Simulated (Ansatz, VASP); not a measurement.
# One calculation of TaN, two programs

```
Ta N
1.0
     0.00000    2.23347    2.28795
     2.23347    0.00000    2.28795
     2.23347    2.23347    0.00000
Ta N
1 1
Direct
  0.50000 0.50000 0.50000
  0.00000 0.00000 0.00000
```

Change from the starting cell: strain +0.025 along x and y, +0.050 along z, atoms carried along.

Alike in both runs: task single point; functional PBEsol; k mesh 18 × 18 × 18; occupations gaussian, width 0.15 eV; no spin polarisation.

|  | VASP | Ansatz |
| --- | --- | --- |
| version | VASP 6.6.1 | Ansatz 0.2.0 |
| potentials or method | VASP PAW PBE potentials, release 64 (Ta_pv, N), cutoff 520 eV | scalar-relativistic, plane waves, PAW |
| valence electrons in the cell | 16 | 18 |

|  | VASP | Ansatz | Ansatz less VASP |
| --- | --- | --- | --- |
| gap on the k mesh at the Fermi level (eV) | none | none | - |
| pressure (GPa) | -24.3 | -24.9 | -0.63 |
| traceless stress, the component that is largest in VASP (GPa) | -5.69 | -5.66 | +0.034 |

VASP's potentials were made for PBE, not for PBEsol. A gap of «none» marks a metal or a gap that the smearing closes. VASP's potentials hold 16 valence electrons a cell and Ansatz's 18, so a difference there can come from the potentials and not from the codes.

Neither program's run includes spin-orbit coupling.
